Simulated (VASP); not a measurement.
Wanted: the native input for a VASP 6.6.1 run.

```
Task                   : single point
Functional             : LDA
Potentials or basis    : VASP PAW LDA potentials, release 64 (Zn, Se)
Cutoff                 : 500 eV
k mesh                 : 10 × 10 × 10
Occupations            : gaussian, width 0.01 eV
Spin                   : no spin polarisation
Dipole correction      : no
Further INCAR settings : ALGO = Normal; EDIFF = 1e-06; NBANDS = 16
```

The structure of ZnSe lies in POSCAR:

```
ZnSe
1.0
    0.0000000000      2.5916898712      2.5916898712
    2.5916898712      0.0000000000      2.5916898712
    2.5916898712      2.5916898712      0.0000000000
Zn Se
1 1
Direct
    0.0000000000      0.0000000000      0.0000000000
    0.7500000000      0.7500000000      0.7500000000
```

The input as run:

INCAR

```
PREC = Accurate ; ENCUT = 500
EDIFF = 1E-6 ; ISMEAR = 0
SIGMA = 0.01 ; LREAL = F
LASPH = T ; NELM = 120
ALGO = Normal ; ISIF = 2
LWAVE = F ; LCHARG = F
GGA = CA ; NBANDS = 16
GGA_COMPAT = F
```

KPOINTS

```
Automatic mesh
0
Gamma
  10 10 10
```

Potentials or basis: VASP PAW LDA potentials, release 64 (Zn, Se).

Command:

```console
$ cat potpaw_LDA.64/Zn/POTCAR potpaw_LDA.64/Se/POTCAR > POTCAR
$ mpirun -np 1 vasp_std > vasp.out
```

It gave:

The pressure is 25.8 GPa and the band gap on the k mesh is 2.09 eV (least direct gap 2.27 eV).

Caveat: the cell stands under pressure.

Run time: 25 s on 1 thread of Intel Xeon 8259CL, with other jobs on the host, peak memory 0.15 GiB.
